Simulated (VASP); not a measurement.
# CoSi2 (Immm) in VASP: a series of runs

Runs on CoSi2. Level: PBE. Tasks: single point.

Everything below comes from runs of VASP 6.6.1. Logs are shortened: lines on timing, memory, paths and dates and some standing lists are left out, and cuts for length are marked.

## 1. The cell of the first run

Symmetry: Immm, No. 71, orthorhombic system. The conventional cell has a = 3.834 Å, b = 3.834 Å, c = 5.235 Å, α = 90.00°, β = 90.00°, γ = 90.00°. Co (site symmetry mmm) has 8 Si at 2.26 to 2.39 Å within 3.0 Å. Within 3.0 Å of Si (site symmetry mm2) lie 4 Co at 2.26 to 2.39 Å and 6 Si at 2.38 to 2.86 Å.

## 2. Single point, PBE (mode 6 frozen in at -0.123 Å, strain +e along z and -e/2 along x and y -0.0233)

Input file INCAR:

```
SYSTEM = CoSi2
  PREC = Accurate
  ENCUT = 520
  EDIFF = 1E-7
  ISMEAR = 0
  SIGMA = 0.15
  LREAL = .FALSE.
  LASPH = .TRUE.
  NELM = 60
  ALGO = Normal
  ISIF = 2
  LWAVE = .FALSE.
  LCHARG = .FALSE.
  GGA = PE
  NBANDS = 16
```

Input file KPOINTS:

```
regular mesh
0
G
  12 12 12
  0 0 0
```

Input file POSCAR:

```
CoSi2
1.0
    0.0000000000      2.7114004273      2.6177282631
    2.7114004273      0.0000000000      2.6177282631
    2.7114004273      2.7114004273      0.0000000000
Co Si
1 2
Direct
    0.0000000000      0.0000000000      0.0000000000
    0.2270537489      0.2270537489      0.2729462511
    0.7729462511      0.7729462511      0.7270537489
```

Potentials or basis: VASP PAW PBE potentials, release 64 (Co, Si).

The run is started by

```sh
cat potpaw_PBE.64/Co/POTCAR potpaw_PBE.64/Si/POTCAR > POTCAR
mpirun -np 1 vasp_std > vasp.out
```

OUTCAR:

```text
SYSTEM = CoSi2
   PREC = Accurate
   ENCUT = 520
   EDIFF = 1E-7
   ISMEAR = 0
   LREAL = .FALSE.
   LASPH = .TRUE.
   NELM = 60
   ISIF = 2
   GGA = PE

 ion  position               nearest neighbor table
   1  0.000  0.000  0.000-   3 2.26   2 2.26   3 2.26   2 2.26   3 2.39   3 2.39   2 2.39   2 2.39

   2  0.227  0.227  0.273-   1 2.26   1 2.26   3 2.38   1 2.39   1 2.39   3 2.72   3 2.72   3 2.72
                             3 2.72   3 2.86
   3  0.773  0.773  0.727-   1 2.26   1 2.26   2 2.38   1 2.39   1 2.39   2 2.72   2 2.72   2 2.72
                             2 2.72   2 2.86

  LATTYP: Found a body centered tetragonal cell.
 ALAT       =     3.8344992573
 C/A-ratio  =     1.3653559891

  Lattice vectors:

 A1 = (   0.0000000000,  -2.7114004273,  -2.6177282631)
 A2 = (   0.0000000000,   2.7114004273,  -2.6177282631)
 A3 = (   2.7114004273,   0.0000000000,   2.6177282631)

Analysis of symmetry for initial positions (statically):
=====================================================================
 Subroutine PRICEL returns:
 Original cell was already a primitive cell.

 Routine SETGRP: Setting up the symmetry group for a
 body centered tetragonal supercell.

 Subroutine GETGRP returns: Found  8 space group operations
 (whereof  8 operations were pure point group operations)
 out of a pool of 16 trial point group operations.

The static configuration has the point symmetry D_2h.

Analysis of symmetry for dynamics (positions and initial velocities):
=====================================================================
 Subroutine PRICEL returns:
 Original cell was already a primitive cell.

 Routine SETGRP: Setting up the symmetry group for a
 body centered tetragonal supercell.

 Subroutine GETGRP returns: Found  8 space group operations
 (whereof  8 operations were pure point group operations)
 out of a pool of 16 trial point group operations.

The dynamic configuration has the point symmetry D_2h.

 Subroutine INISYM returns: Found  8 space group operations
 (whereof  8 operations are pure point group operations),
 and found     1 'primitive' translations

----------------------------------------------------------------------------------------

                                     Primitive cell

  volume of cell :      38.4895

  direct lattice vectors                    reciprocal lattice vectors
     0.000000000  2.711400427  2.617728263    -0.184406551  0.184406551  0.191005311
     2.711400427  0.000000000  2.617728263     0.184406551 -0.184406551  0.191005311
     2.711400427  2.711400427  0.000000000     0.184406551  0.184406551 -0.191005311

  length of vectors
     3.768845120  3.768845120  3.834499257     0.323256215  0.323256215  0.323256215

  position of ions in fractional coordinates (direct lattice)
     0.000000000  0.000000000  0.000000000
     0.227053749  0.227053749  0.272946251
     0.772946251  0.772946251  0.727053749

  ion indices of the primitive-cell ions
   primitive index   ion index
                 1           1
                 2           2
                 3           3

----------------------------------------------------------------------------------------

 KPOINTS: regular mesh

Automatic generation of k-mesh.
 Grid dimensions read from file:
 generate k-points for:   12   12   12

 Generating k-lattice:

  Cartesian coordinates                     Fractional coordinates (reciprocal lattice)
    -0.015367213  0.015367213  0.015917109     0.083333333  0.000000000  0.000000000
     0.015367213 -0.015367213  0.015917109     0.000000000  0.083333333  0.000000000
     0.015367213  0.015367213 -0.015917109    -0.000000000 -0.000000000  0.083333333

  Length of vectors
     0.026938018  0.026938018  0.026938018

  Shift w.r.t. Gamma in fractional coordinates (k-lattice)
     0.000000000  0.000000000  0.000000000

 Subroutine IBZKPT returns following result:
 ===========================================

 Found    280 irreducible k-points:

 Following reciprocal coordinates:
            Coordinates               Weight
  0.000000  0.000000  0.000000      1.000000
  0.083333  0.000000  0.000000      4.000000
  0.000000  0.000000 -0.083333      4.000000
  0.166667 -0.000000  0.000000      4.000000
 -0.000000 -0.000000 -0.166667      4.000000
  0.250000  0.000000  0.000000      4.000000
[... 16 lines left out ...]
  0.500000  0.083333  0.000000      4.000000
  0.083333  0.083333 -0.416667      4.000000
 [... further k-points ...]
   k-points           NKPTS =    280   k-points in BZ     NKDIM =    280   number of bands    NBANDS=     16
   number of dos      NEDOS =    301   number of ions     NIONS =      3
   total plane-waves  NPLWV =  23520
   dimension x,y,z NGX =    28 NGY =   28 NGZ =   30
   dimension x,y,z NGXF=    56 NGYF=   56 NGZF=   60
   ions per type =               1   2
   NGX,Y,Z   is equivalent  to a cutoff of  12.35, 12.35, 13.01 a.u.
   NGXF,Y,Z  is equivalent  to a cutoff of  24.70, 24.70, 26.01 a.u.
 SYSTEM =  CoSi2
   PREC   = accura    normal or accurate (medium, high low for compatibility)
   ISTART =      0    job   : 0-new  1-cont  2-samecut
   ICHARG =      2    charge: 1-file 2-atom 10-const
   ISPIN  =      1    spin polarized calculation?
   LNONCOLLINEAR =      F non collinear calculations
   LSORBIT =      F    spin-orbit coupling
   LASPH  =      T    aspherical Exc in radial PAW
   ENCUT  =  520.0 eV  38.22 Ry    6.18 a.u.   7.01  7.01  7.13*2*pi/ulx,y,z
   NELM   =     60;   NELMIN=  2; NELMDL= -5     # of ELM steps
   EDIFF  = 0.1E-06   stopping-criterion for ELM
   LREAL  =      F    real-space projection
   EDIFFG = 0.1E-05   stopping-criterion for IOM
   NSW    =      0    number of steps for IOM
   IBRION =     -1    ionic relax: 0-MD 1-quasi-New 2-CG
   NFREE  =      0    steps in history (QN), initial steepest desc. (CG)
   ISIF   =      2    stress and relaxation
   ISYM   =      2    0-nonsym 1-usesym 2-fastsym
   POTIM  = 0.5000    time-step for ionic-motion
   TEBEG  =    0.0;   TEEND  =   0.0 temperature during run
   PSTRESS=    0.0 pullay stress
   NELECT =      17.0000    total number of electrons
   NUPDOWN=      -1.0000    fix difference up-down
   EMIN   =  10.00;   EMAX   =-10.00  energy-range for DOS
   EFERMI =   0.00;   METHOD = LEGACY
   ISMEAR =     0;   SIGMA  =   0.15  broadening in eV -4-tet -1-fermi 0-gaus
   EFERMI_NEDOS =   21; number of points for ismear=-14 and -15
   IALGO  =     38    algorithm
   IMIX   =      4    mixing-type and parameters
     AMIX     =   0.40;   BMIX     =  1.00
     AMIX_MAG =   1.60;   BMIX_MAG =  1.00
  volume/ion in A,a.u.               =      12.83        86.58
  Fermi-wavevector in a.u.,A,eV,Ry     =   1.246744  2.356004 21.148485  1.554370
  Thomas-Fermi vector in A             =   2.380907
   LORBIT       =      0    0 simple, 1 ext, 2 COOP (PROOUT), +10 PAW based schemes
   GGA     = PE    functional components
   LHFCALC =     F    Hartree Fock is set to
   AEXX    =    0.0000 exact exchange contribution
   IVDW    =     0    specifies the selected vdW correction
   LEPSILON=     F    determine dielectric tensor
   LRPA    =     F    only Hartree local field effects (RPA)
 non-spin polarized calculation
 Gauss-broadening in eV      SIGMA  =   0.15
  energy-cutoff  :      520.00
  volume of cell :       38.49
 maximum number of plane-waves:      1050
   NGX = 13   NGY = 13   NGZ = 15

 number of electron      17.0000003 magnetization

 Free energy of the ion-electron system (eV)
  ---------------------------------------------------
  ext. energy  EPLUGINS =         0.00000000
  ---------------------------------------------------
  free energy    TOTEN  =       -19.09565849 eV

  energy without entropy =      -19.08451395  energy(sigma->0) =      -19.09008622

 E-fermi :  10.0933     XC(G=0): -11.7281

 val. band max:       10.0890979782   @ k =   0.0833  -0.1667  -0.3333
 cond. band min:      10.0942227570   @ k =   0.0833  -0.1667   0.3333
 fundamental gap:      0.0051247788
 Fermi energy:        10.0933127597

 k-point     1 :       0.0000    0.0000    0.0000
  band No.  band energies     occupation
      1      -3.1066      2.00000
      2       5.7506      2.00000
      3       5.9547      2.00000
      4       6.2237      2.00000
      5       8.0559      2.00000
      6       8.3015      2.00000
[... 8 lines left out ...]
     15      16.1446      0.00000
     16      16.7416      0.00000

 k-point     2 :       0.0833    0.0000    0.0000
  band No.  band energies     occupation
      1      -3.0040      2.00000
      2       5.6179      2.00000
      3       5.9885      2.00000
      4       6.1052      2.00000
      5       8.0312      2.00000
      6       8.2781      2.00000
[... 8 lines left out ...]
     15      15.9181      0.00000
     16      16.3962      0.00000

 k-point     3 :       0.0000    0.0000   -0.0833
  band No.  band energies     occupation
      1      -3.0004      2.00000
      2       5.6018      2.00000
      3       5.9104      2.00000
      4       6.2552      2.00000
      5       8.0154      2.00000
      6       8.2594      2.00000
[... 8 lines left out ...]
     15      15.8859      0.00000
     16      16.3776      0.00000

 k-point     4 :       0.1667   -0.0000    0.0000
  band No.  band energies     occupation
      1      -2.6985      2.00000
      2       5.0056      2.00000
      3       6.0568      2.00000
      4       6.0819      2.00000
      5       7.9780      2.00000
      6       8.2361      2.00000
[... 8 lines left out ...]
     15      16.0334      0.00000
     16      16.5891      0.00000
[... 324 lines left out ...]
 k-point    22 :       0.0833    0.0833   -0.3333
  band No.  band energies     occupation
      1      -0.7521      2.00000
      2       2.0618      2.00000
      3       6.3780      2.00000
      4       6.6210      2.00000
      5       7.4211      2.00000
      6       8.0764      2.00000
[... 8 lines left out ...]
     15      20.2414      0.00000
     16      20.3828      0.00000

 k-point    23 :       0.5000    0.0833    0.0000
  band No.  band energies     occupation
      1      -0.1669      2.00000
      2       1.3154      2.00000
      3       5.9987      2.00000
      4       6.4170      2.00000
      5       8.0587      2.00000
      6       8.3718      2.00000
[... 8 lines left out ...]
     15      20.0805      0.00000
     16      21.4326      0.00000

 k-point    24 :       0.0833    0.0833   -0.4167
  band No.  band energies     occupation
      1       0.2322      2.00000
      2       0.9347      2.00000
      3       6.4360      2.00000
      4       6.7370      2.00000
      5       7.1575      2.00000
      6       8.2322      2.00000
[... 8 lines left out ...]
     15      20.8781      0.00000
     16      21.0252      0.00000

 [... further k-points ...]
[... 5 lines left out ...]
  --------------------------------------------------------------------------------------
  -------------------------------------------------------------------------------------
  Total        0.0026470      0.0026470      1.9139674      2.0110328      0.0000000      0.0000000
  in kB        0.1101850      0.1101850     79.6715436     83.7120278      0.0000000      0.0000000
  external PRESSURE =      26.6306379 kB  Pullay stress =       0.0000000 kB

 VOLUME and BASIS-vectors are now :
 -----------------------------------------------------------------------------
  energy-cutoff  :      520.00
  volume of cell :       38.49
      direct lattice vectors                 reciprocal lattice vectors
     0.000000000  2.711400427  2.617728263    -0.184406551  0.184406551  0.191005311
     2.711400427  0.000000000  2.617728263     0.184406551 -0.184406551  0.191005311
     2.711400427  2.711400427  0.000000000     0.184406551  0.184406551 -0.191005311

 POSITION                                       TOTAL-FORCE (eV/Angst)
 -----------------------------------------------------------------------------------
      0.00000      0.00000      0.00000         0.000000      0.000000     -0.000000
      1.35570      1.35570      1.18873        -0.000000     -0.000000      1.722478
      4.06710      4.06710      4.04673         0.000000      0.000000     -1.722478
 -----------------------------------------------------------------------------------
    total drift:                               -0.000000      0.000000      0.000000

  FREE ENERGIE OF THE ION-ELECTRON SYSTEM (eV)
  ---------------------------------------------------
  free  energy   TOTEN  =       -19.0956584852 eV

  energy  without entropy=      -19.0845139545  energy(sigma->0) =      -19.09008622
```

Wall time 2.4 min (1 thread of Intel Xeon 6975P-C, shared host); peak memory 0.29 GiB.

Results:

```
Free energy   : -19.0957 eV
Pressure      : 2.7 GPa
Largest force : 1.722 eV/Å
```

Forces in eV/Å, atoms in the order of the input:
```
Co   0.000  0.000  0.000
Si   0.000  0.000  1.722
Si   0.000  0.000 -1.722
```

Levels at points of the mesh, in eV from the Fermi level:
```
           k point  band 6  band 7  band 8  band 9  band 10  band 11  band 12  band 13
(0.00, 0.00, 0.00)   -1.79    0.69    2.45    2.90     3.35     3.49     3.64     3.74
(0.50, 0.00, 0.00)   -1.69   -1.51   -0.98    0.38     2.41     2.90     3.62     4.24
(0.00, 0.00, 0.50)   -1.75   -1.62   -1.15   -0.28     2.86     3.04     3.74     4.53
(0.50, 0.50, 0.00)   -2.12   -1.82   -1.76   -1.42     1.32     2.79     8.69     9.31
(0.50, 0.00, 0.50)   -2.51   -1.89   -1.70   -1.33     1.60     2.85     8.49     9.17
```

Caveat: the cell differs from its parent crystal (mode 6 frozen in at -0.123 Å, strain +e along z and -e/2 along x and y -0.0233); forces of over 1 eV/Å act on the atoms, so gaps and moduli don't describe the material at rest.

## 3. Single point, PBE (mode 6 frozen in at -0.123 Å, strain +e along z and -e/2 along x and y +0.0467)

Input file INCAR:

```
ALGO = Normal
EDIFF = 1E-6
ENCUT = 520
GGA = PE
ISIF = 2
ISMEAR = 0
LASPH = T
LCHARG = T
LELF = T
LREAL = F
LVHAR = T
LWAVE = F
NBANDS = 16
NELM = 80
PREC = Accurate
SIGMA = 0.15
```

Input file KPOINTS:

```
k-points
0
Gamma
  12 12 12
```

Input file POSCAR:

```
CoSi2
1.0
    0.0000000000      2.6175942543      2.8053406092
    2.6175942543      0.0000000000      2.8053406092
    2.6175942543      2.6175942543      0.0000000000
Co Si
1 2
Direct
    0.0000000000      0.0000000000      0.0000000000
    0.2270537489      0.2270537489      0.2729462511
    0.7729462511      0.7729462511      0.7270537489
```

Potentials or basis: VASP PAW PBE potentials, release 64 (Co, Si).

The run is started by

```sh
cat potpaw_PBE.64/Co/POTCAR potpaw_PBE.64/Si/POTCAR > POTCAR
mpirun -np 1 vasp_std > vasp.out
```

Run time: 3.3 min. Hardware: 1 thread of Intel Xeon 6975P-C, shared host; peak memory 0.29 GiB.

It converged, with:

| Item | Value |
| --- | --- |
| Free energy | -19.1183 eV |
| Pressure | 2.3 GPa |
| Largest force | 1.232 eV/Å |

Forces on the atoms (eV/Å):
```
Co   0.000  0.000  0.000
Si   0.000  0.000  1.232
Si   0.000  0.000 -1.232
```

Stress tensor (GPa, compression positive):
```
 3.75 10.05  0.00
10.05  3.75  0.00
 0.00  0.00 -0.52
```

Levels at points of the mesh, in eV from the Fermi level:
```csv
k point,band 5,band 6,band 7,band 8,band 9,band 10,band 11,band 12,band 13,band 14
"(0.00, 0.00, 0.00)",-2.00,-1.80,0.76,2.91,2.99,3.04,3.19,3.67,3.74,4.37
"(0.50, 0.00, 0.00)",-1.99,-1.71,-1.33,-0.54,0.03,2.44,2.75,3.68,4.46,9.49
"(0.00, 0.00, 0.50)",-2.55,-1.80,-1.66,-1.62,0.04,2.99,3.21,3.50,4.51,10.30
"(0.50, 0.50, 0.00)",-3.39,-2.26,-2.08,-1.81,-1.33,1.80,3.11,8.56,9.53,10.04
"(0.50, 0.00, 0.50)",-3.45,-2.26,-2.15,-1.67,-1.22,1.37,2.71,8.48,8.71,10.41
```

Caveat: the cell differs from its parent crystal (mode 6 frozen in at -0.123 Å, strain +e along z and -e/2 along x and y +0.0467); forces of over 1 eV/Å act on the atoms, so gaps and moduli don't describe the material at rest.

## 4. Single point, PBE

Input file INCAR:

```
PREC = Accurate ; ENCUT = 520
EDIFF = 1E-6 ; ISMEAR = 0
SIGMA = 0.15 ; LREAL = F
LASPH = T ; NELM = 80
ALGO = Normal ; ISIF = 2
LWAVE = F ; LCHARG = F
GGA = PE ; NBANDS = 16
```

Input file KPOINTS:

```
Automatic mesh
0
Gamma
  12 12 12
```

Input file POSCAR:

```
CoSi2
1.0
    0.0000000000      2.7114004273      2.6177282631
    2.7114004273      0.0000000000      2.6177282631
    2.7114004273      2.7114004273      0.0000000000
Co Si
1 2
Direct
    0.0000000000      0.0000000000      0.0000000000
    0.2270537489      0.2270537489      0.2729462511
    0.7729462511      0.7729462511      0.7270537489
```

The run is started by

```sh
cat potpaw_PBE.64/Co/POTCAR potpaw_PBE.64/Si/POTCAR > POTCAR
mpirun -np 1 vasp_std > vasp.out
```

Run time: 2.1 min. Hardware: 1 thread of Intel Xeon Platinum 8488C (Sapphire Rapids), shared host; peak memory 0.29 GiB.

It converged, with:

```
Free energy   : -19.0957 eV
Pressure      : 2.6 GPa
Largest force : 1.723 eV/Å
```

Forces on the atoms (eV/Å):
```
Co   0.000  0.000  0.000
Si   0.000  0.000  1.723
Si   0.000  0.000 -1.723
```

Stress tensor (GPa, compression positive):
```
-0.01  8.37  0.00
 8.37 -0.01  0.00
 0.00  0.00  7.94
```

Levels at points of the mesh, in eV from the Fermi level:
| k point | band 5 | band 6 | band 7 | band 8 | band 9 | band 10 | band 11 | band 12 | band 13 | band 14 |
| --- | --- | --- | --- | --- | --- | --- | --- | --- | --- | --- |
| (0.00, 0.00, 0.00) | -2.04 | -1.79 | 0.69 | 2.45 | 2.90 | 3.35 | 3.49 | 3.64 | 3.74 | 5.04 |
| (0.50, 0.00, 0.00) | -1.89 | -1.69 | -1.51 | -0.98 | 0.38 | 2.41 | 2.90 | 3.62 | 4.24 | 9.93 |
| (0.00, 0.00, 0.50) | -2.56 | -1.75 | -1.62 | -1.15 | -0.28 | 2.86 | 3.04 | 3.74 | 4.53 | 10.16 |
| (0.50, 0.50, 0.00) | -3.80 | -2.12 | -1.82 | -1.76 | -1.42 | 1.32 | 2.79 | 8.69 | 9.31 | 9.68 |
| (0.50, 0.00, 0.50) | -3.34 | -2.51 | -1.89 | -1.70 | -1.33 | 1.60 | 2.85 | 8.49 | 9.17 | 10.34 |

Caveat: forces of over 1 eV/Å act on the atoms, so gaps and moduli don't describe the material at rest. Spin polarisation is off, so any magnetic state and its effect on volume and gap are missing.
